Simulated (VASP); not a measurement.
Input of a VASP 6.6.1 run:

Contents of INCAR:

```
SYSTEM = Si
PREC = Accurate
ENCUT = 520
EDIFF = 1E-7
ISMEAR = -1
SIGMA = 0.1
LREAL = .FALSE.
LASPH = .TRUE.
NELM = 60
ALGO = Normal
ISIF = 2
LWAVE = .FALSE.
LCHARG = .FALSE.
NBANDS = 8
```

KPOINTS

```
Automatic mesh
0
G
  13 13 12
  0 0 0
```

The input POSCAR:

```
Si
1.0
    2.5270000000      0.0000000000      0.0000000000
   -1.2635000000      2.1884462000      0.0000000000
    0.0000000000      0.0000000000      2.3730000000
Si
1
Direct
    0.0000000000      0.0000000000      0.0000000000
```

Potentials or basis: VASP PAW LDA potentials, release 64 (Si).

The run is started by

```console
$ cat potpaw_LDA.64/Si/POTCAR > POTCAR
$ mpirun -np 1 vasp_std > vasp.out
```

Task: Estimate the pressure.

Result: 15.4 GPa.

Task: What does it give for the band gap on the k mesh?

Result: Zero (band 2 reaches 18.80 eV, above the bottom of band 3 at 6.84 eV).

Stress tensor (GPa, compression positive):
```
13.34  0.00  0.00
 0.00 13.34  0.00
 0.00  0.00 19.55
```
